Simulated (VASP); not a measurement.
# In3Ga13As13P3 (P1) in VASP: single point with PBEsol

Aim: the single point of In3Ga13As13P3 with PBEsol.

Everything below comes from runs of VASP 6.6.1. Logs are shortened: lines on timing, memory, paths and dates and some standing lists are left out, and cuts for length are marked.

**1. The cell of the first run**

The typed cell holds 64 atoms: a = 11.394 Å, b = 11.394 Å, c = 11.394 Å, α = 90.00°, β = 90.00°, γ = 90.00°.

**2. Single point, PBEsol**

Input file INCAR:

```
PREC = Accurate
ENCUT = 500
EDIFF = 1E-6
ISMEAR = -1
SIGMA = 0.05
LREAL = Auto
LASPH = True
NELM = 120
ALGO = Normal
ISIF = 2
LWAVE = False
LCHARG = False
GGA = PS
NBANDS = 326
ISYM = -1
GGA_COMPAT = False
```

Input file KPOINTS:

```
explicit points
1
Reciprocal
  0.25000000   0.25000000   0.25000000 1
```

Input file POSCAR:

```
In3Ga13As13P3
1.0
   11.3935879200      0.0000000000      0.0000000000
    0.0000000000     11.3935879200      0.0000000000
    0.0000000000      0.0000000000     11.3935879200
In Ga As P
6 26 26 6
Direct
    0.9945370000      0.9927900000      0.0032430000
    0.2479250000      0.7446130000      0.0026810000
    0.7458180000      0.2516900000      0.0016860000
    0.2548270000      0.9997470000      0.2554090000
    0.9970630000      0.2509880000      0.2589380000
    0.0038700000      0.2527190000      0.7488150000
    0.9927800000      0.9979620000      0.4993060000
    0.0032090000      0.5084180000      0.0050460000
    0.9995480000      0.5032730000      0.4996210000
    0.5061010000      0.9963280000      0.9954120000
    0.5023080000      0.0000120000      0.5014450000
    0.5006190000      0.5010030000      0.0062950000
    0.4998820000      0.4996420000      0.4998170000
    0.2606370000      0.2575640000      0.0026450000
    0.2538860000      0.2525360000      0.5021930000
    0.2490960000      0.7479170000      0.5010400000
    0.7487150000      0.2446210000      0.4966070000
    0.7447280000      0.7504640000      0.0044160000
    0.7497410000      0.7493570000      0.4998720000
    0.2535500000      0.0002030000      0.7464100000
    0.2510000000      0.5005400000      0.2466120000
    0.2533080000      0.5010800000      0.7498610000
    0.7514530000      0.9943270000      0.2550820000
    0.7417860000      0.9907280000      0.7504440000
    0.7441120000      0.5069000000      0.2485140000
    0.7480970000      0.5037620000      0.7490610000
    0.9944320000      0.7447550000      0.2481750000
    0.9971910000      0.7480960000      0.7469140000
    0.4974690000      0.2555330000      0.2482360000
    0.4992500000      0.2501800000      0.7487640000
    0.5072560000      0.7444340000      0.2487970000
    0.5052570000      0.7526190000      0.7534490000
    0.1313850000      0.1324130000      0.1192880000
    0.1307180000      0.1183830000      0.6151160000
    0.1247870000      0.6235720000      0.6264460000
    0.6192420000      0.1174250000      0.1335490000
    0.6248530000      0.1232630000      0.6267760000
    0.6244730000      0.6274500000      0.6243450000
    0.3756050000      0.3754300000      0.6258170000
    0.3898030000      0.8719800000      0.1248830000
    0.3779690000      0.8733710000      0.6249300000
    0.8740550000      0.3894680000      0.1273230000
    0.8677350000      0.3803190000      0.6170970000
    0.8710540000      0.8728130000      0.6255320000
    0.3842620000      0.1346310000      0.3831330000
    0.3774830000      0.1247680000      0.8754390000
    0.3758490000      0.6250360000      0.3727770000
    0.3832730000      0.6197920000      0.8713540000
    0.8652140000      0.1166180000      0.8667520000
    0.8719870000      0.6245620000      0.3751420000
    0.8738820000      0.6276340000      0.8775090000
    0.1335540000      0.3829260000      0.3831160000
    0.1334360000      0.3848550000      0.8844780000
    0.1152210000      0.8669300000      0.3785530000
    0.1248370000      0.8728010000      0.8620760000
    0.6253410000      0.3754570000      0.3728130000
    0.6171930000      0.3824210000      0.8698420000
    0.6245910000      0.8720930000      0.3769860000
    0.1193160000      0.6209480000      0.1341150000
    0.6240630000      0.6245460000      0.1242800000
    0.3774090000      0.3791360000      0.1267560000
    0.8663980000      0.8653240000      0.1332810000
    0.8673050000      0.1161160000      0.3801830000
    0.6258080000      0.8717960000      0.8771140000
```

Potentials or basis: VASP PAW PBE potentials, release 64 (In_d, Ga_d, As, P).

The run is started by

```console
$ cat potpaw_PBE.64/In_d/POTCAR potpaw_PBE.64/Ga_d/POTCAR potpaw_PBE.64/As/POTCAR potpaw_PBE.64/P/POTCAR > POTCAR
$ mpirun -np 1 vasp_std > vasp.out
```

OUTCAR:

```text
PREC = Accurate
   ENCUT = 500
   EDIFF = 1E-6
   ISMEAR = -1
   LREAL = Auto
   LASPH = True
   NELM = 120
   ISIF = 2
   GGA = PS
   ISYM = -1

 ion  position               nearest neighbor table
   1  0.995  0.993  0.003-  62 2.54  49 2.57  55 2.58  33 2.59
   2  0.248  0.745  0.003-  59 2.52  48 2.58  40 2.58  55 2.58
   3  0.746  0.252  0.002-  49 2.57  57 2.57  42 2.58  36 2.58
   4  0.255  1.000  0.255-  45 2.58  33 2.58  40 2.59  54 2.61
   5  0.997  0.251  0.259-  63 2.54  52 2.58  33 2.59  42 2.59
   6  0.004  0.253  0.749-  49 2.59  34 2.60  43 2.60  53 2.61
[... 56 lines left out ...]
  63  0.867  0.116  0.380-   7 2.39  23 2.39  17 2.39   5 2.54
  64  0.626  0.872  0.877-  24 2.38  10 2.39  32 2.39  18 2.42

IMPORTANT INFORMATION: All symmetrisations will be switched off!
NOSYMM: (Re-)initialisation of all symmetry stuff for point group C_1.

----------------------------------------------------------------------------------------

                                     Primitive cell

  volume of cell :    1479.0455

  direct lattice vectors                    reciprocal lattice vectors
    11.393587920  0.000000000  0.000000000     0.087768665  0.000000000  0.000000000
     0.000000000 11.393587920  0.000000000     0.000000000  0.087768665  0.000000000
     0.000000000  0.000000000 11.393587920     0.000000000  0.000000000  0.087768665

  length of vectors
    11.393587920 11.393587920 11.393587920     0.087768665  0.087768665  0.087768665

  position of ions in fractional coordinates (direct lattice)
     0.994537000  0.992790000  0.003243000
     0.247925000  0.744613000  0.002681000
     0.745818000  0.251690000  0.001686000
     0.254827000  0.999747000  0.255409000
     0.997063000  0.250988000  0.258938000
     0.003870000  0.252719000  0.748815000
[... 56 lines left out ...]
     0.867305000  0.116116000  0.380183000
     0.625808000  0.871796000  0.877114000

  ion indices of the primitive-cell ions
   primitive index   ion index
                 1           1
                 2           2
                 3           3
                 4           4
                 5           5
                 6           6
[... 56 lines left out ...]
                63          63
                64          64

----------------------------------------------------------------------------------------

 KPOINTS: explicit points

Read explicit list of k-points.

 Found      1 k-points:

 Following reciprocal coordinates:
            Coordinates               Weight
  0.250000  0.250000  0.250000      1.000000
   k-points           NKPTS =      1   k-points in BZ     NKDIM =      1   number of bands    NBANDS=    326
   number of dos      NEDOS =    301   number of ions     NIONS =     64
   total plane-waves  NPLWV = 592704
   dimension x,y,z NGX =    84 NGY =   84 NGZ =   84
   dimension x,y,z NGXF=   168 NGYF=  168 NGZF=  168
   ions per type =               6  26  26   6
   NGX,Y,Z   is equivalent  to a cutoff of  12.26, 12.26, 12.26 a.u.
   NGXF,Y,Z  is equivalent  to a cutoff of  24.51, 24.51, 24.51 a.u.
 SYSTEM =  unknown system
   PREC   = accura    normal or accurate (medium, high low for compatibility)
   ISTART =      0    job   : 0-new  1-cont  2-samecut
   ICHARG =      2    charge: 1-file 2-atom 10-const
   ISPIN  =      1    spin polarized calculation?
   LNONCOLLINEAR =      F non collinear calculations
   LSORBIT =      F    spin-orbit coupling
   LASPH  =      T    aspherical Exc in radial PAW
   ENCUT  =  500.0 eV  36.75 Ry    6.06 a.u.  20.77 20.77 20.77*2*pi/ulx,y,z
   NELM   =    120;   NELMIN=  2; NELMDL= -5     # of ELM steps
   EDIFF  = 0.1E-05   stopping-criterion for ELM
   LREAL  =      T    real-space projection
   EDIFFG = 0.1E-04   stopping-criterion for IOM
   NSW    =      0    number of steps for IOM
   IBRION =     -1    ionic relax: 0-MD 1-quasi-New 2-CG
   NFREE  =      0    steps in history (QN), initial steepest desc. (CG)
   ISIF   =      2    stress and relaxation
   ISYM   =     -1    0-nonsym 1-usesym 2-fastsym
   POTIM  = 0.5000    time-step for ionic-motion
   TEBEG  =    0.0;   TEEND  =   0.0 temperature during run
   PSTRESS=    0.0 pullay stress
   NELECT =     576.0000    total number of electrons
   NUPDOWN=      -1.0000    fix difference up-down
   EMIN   =  10.00;   EMAX   =-10.00  energy-range for DOS
   EFERMI =   0.00;   METHOD = LEGACY
   ISMEAR =    -1;   SIGMA  =   0.05  broadening in eV -4-tet -1-fermi 0-gaus
   EFERMI_NEDOS =   21; number of points for ismear=-14 and -15
   IALGO  =     38    algorithm
   IMIX   =      4    mixing-type and parameters
     AMIX     =   0.40;   BMIX     =  1.00
     AMIX_MAG =   1.60;   BMIX_MAG =  1.00
  volume/ion in A,a.u.               =      23.11       155.95
  Fermi-wavevector in a.u.,A,eV,Ry     =   1.195515  2.259196 19.446221  1.429257
  Thomas-Fermi vector in A             =   2.331479
   LORBIT       =      0    0 simple, 1 ext, 2 COOP (PROOUT), +10 PAW based schemes
   GGA     = PS    functional components
   LHFCALC =     F    Hartree Fock is set to
   AEXX    =    0.0000 exact exchange contribution
   IVDW    =     0    specifies the selected vdW correction
   LEPSILON=     F    determine dielectric tensor
   LRPA    =     F    only Hartree local field effects (RPA)
 non-spin polarized calculation
  energy-cutoff  :      500.00
  volume of cell :     1479.05
 maximum number of plane-waves:     37557
 NGX is ok and might be reduce to    84
   NGX = 41   NGY = 41   NGZ = 41

 number of electron     576.0000110 magnetization

 Free energy of the ion-electron system (eV)
  ---------------------------------------------------
  ext. energy  EPLUGINS =         0.00000000
  ---------------------------------------------------
  free energy    TOTEN  =      -290.93413341 eV

  energy without entropy =     -290.93411367  energy(sigma->0) =     -290.93412354

 E-fermi :   4.5197     XC(G=0):  -9.7104

 val. band max:        3.9174089805   @ k =   0.2500   0.2500   0.2500
 cond. band min:       5.1093547954   @ k =   0.2500   0.2500   0.2500
 fundamental gap:      1.1919458149
 Fermi energy:         4.5197000603

 k-point     1 :       0.2500    0.2500    0.2500
  band No.  band energies     occupation
      1     -10.8307      2.00000
      2     -10.8254      2.00000
      3     -10.8229      2.00000
      4     -10.8125      2.00000
      5     -10.8056      2.00000
      6     -10.7990      2.00000
[... 292 lines left out ...]
    299       6.1627      0.00000
    300       6.2341      0.00000
 [bands above 300 left out]

------------------------ aborting loop because EDIFF is reached ----------------------------------------

  FORCE on cell =-STRESS in cart. coord.  units (eV):
  Direction    XX          YY          ZZ          XY          YZ          ZX
  --------------------------------------------------------------------------------------
  -------------------------------------------------------------------------------------
  Total        0.9969665      0.9621737      0.9111064     -5.7331114     -6.7741497     -6.7812262
  in kB        1.0799649      1.0422756      0.9869568     -6.2103981     -7.3381038     -7.3457694
  external PRESSURE =       1.0363991 kB  Pullay stress =       0.0000000 kB

 VOLUME and BASIS-vectors are now :
 -----------------------------------------------------------------------------
  energy-cutoff  :      500.00
  volume of cell :     1479.05
      direct lattice vectors                 reciprocal lattice vectors
    11.393587920  0.000000000  0.000000000     0.087768665  0.000000000  0.000000000
     0.000000000 11.393587920  0.000000000     0.000000000  0.087768665  0.000000000
     0.000000000  0.000000000 11.393587920     0.000000000  0.000000000  0.087768665

 POSITION                                       TOTAL-FORCE (eV/Angst)
 -----------------------------------------------------------------------------------
     11.33134     11.31144      0.03695        -0.003162     -0.012337      0.003828
      2.82476      8.48381      0.03055         0.000423     -0.005827      0.011213
      8.49754      2.86765      0.01921        -0.006242      0.009071      0.011085
      2.90339     11.39071      2.91002         0.010102      0.000814      0.002770
     11.36012      2.85965      2.95023        -0.013710     -0.000287      0.002828
      0.04409      2.87938      8.53169         0.007438      0.001967      0.000596
[... 56 lines left out ...]
      9.88172      1.32298      4.33165         0.012036     -0.007163      0.018345
      7.13020      9.93288      9.99348         0.001135     -0.000857      0.003916
 -----------------------------------------------------------------------------------
    total drift:                                0.003839      0.011032      0.010769

  FREE ENERGIE OF THE ION-ELECTRON SYSTEM (eV)
  ---------------------------------------------------
  free  energy   TOTEN  =      -290.9341334139 eV

  energy  without entropy=     -290.9341136667  energy(sigma->0) =     -290.93412354
```

It took 43 min on 1 thread of AMD EPYC 7R43 (Zen 3), shared host; peak memory 1.2 GiB.

What came out:

```yaml
Free_energy: -290.9341 eV
Pressure: 0.1 GPa
Largest_force: 0.032 eV/Å
Band_gap_on_the_k_mesh: 1.19 eV
```

Forces on the atoms (eV/Å):
```
In  -0.003 -0.012  0.004
In   0.000 -0.006  0.011
In  -0.006  0.009  0.011
In   0.010  0.001  0.003
In  -0.014  0.000  0.003
In   0.007  0.002  0.001
Ga  -0.022  0.009 -0.015
Ga   0.007  0.016  0.018
Ga  -0.005  0.018 -0.009
Ga   0.013 -0.015 -0.006
Ga   0.000 -0.009 -0.008
Ga  -0.004  0.006  0.015
Ga   0.005  0.001 -0.001
Ga   0.021  0.020  0.013
Ga   0.007  0.003  0.006
Ga   0.006  0.001 -0.003
Ga   0.007 -0.010 -0.017
Ga  -0.014  0.009  0.008
Ga   0.002 -0.002  0.002
Ga   0.009 -0.007  0.003
Ga   0.008  0.011 -0.027
Ga   0.011  0.012 -0.002
Ga   0.011 -0.018 -0.010
Ga  -0.012 -0.016  0.003
Ga  -0.013  0.016 -0.004
Ga  -0.013  0.015  0.005
Ga   0.006 -0.012 -0.014
Ga  -0.009 -0.005  0.000
Ga  -0.007  0.013 -0.012
Ga  -0.002  0.003  0.003
Ga   0.011 -0.015 -0.011
Ga   0.004 -0.004  0.016
As  -0.004 -0.005  0.004
As  -0.010  0.006 -0.005
As   0.000 -0.007  0.003
As   0.000 -0.003  0.005
As   0.001  0.004  0.005
As   0.000 -0.002 -0.003
As   0.000  0.000  0.005
As  -0.002  0.006 -0.007
As   0.001  0.001 -0.002
As   0.007  0.005 -0.010
As   0.001 -0.014 -0.002
As   0.003  0.001  0.005
As  -0.004 -0.001 -0.001
As  -0.001 -0.006 -0.006
As  -0.003 -0.001  0.001
As   0.002  0.002 -0.009
As   0.001  0.006  0.004
As  -0.002 -0.001  0.003
As  -0.003 -0.001 -0.005
As  -0.008 -0.013  0.004
As  -0.001  0.003 -0.004
As  -0.002 -0.003  0.001
As   0.006  0.004 -0.002
As   0.003  0.002 -0.002
As   0.001 -0.003 -0.005
As  -0.005 -0.001  0.000
P   -0.015 -0.010  0.002
P    0.003  0.004  0.007
P    0.004 -0.008  0.001
P   -0.013  0.010  0.004
P    0.012 -0.007  0.018
P    0.001 -0.001  0.004
```

Stress tensor (GPa, compression positive):
```
 0.11 -0.62 -0.73
-0.62  0.10 -0.73
-0.73 -0.73  0.10
```

Levels at points of the mesh, in eV from the valence-band top:
| k point | band 285 | band 286 | band 287 | band 288 | band 289 | band 290 | band 291 | band 292 |
| --- | --- | --- | --- | --- | --- | --- | --- | --- |
| (0.25, 0.25, 0.25) | -0.51 | -0.45 | -0.06 | 0.00 | 1.19 | 1.59 | 1.73 | 1.74 |

Caveat: the PAW data sets were made with another functional, which shifts forces and pressure a little; spin-orbit coupling is left out, which moves the levels of the heavy elements; a shifted mesh leaves out Γ, where band edges can lie. A k mesh can miss the band edges.
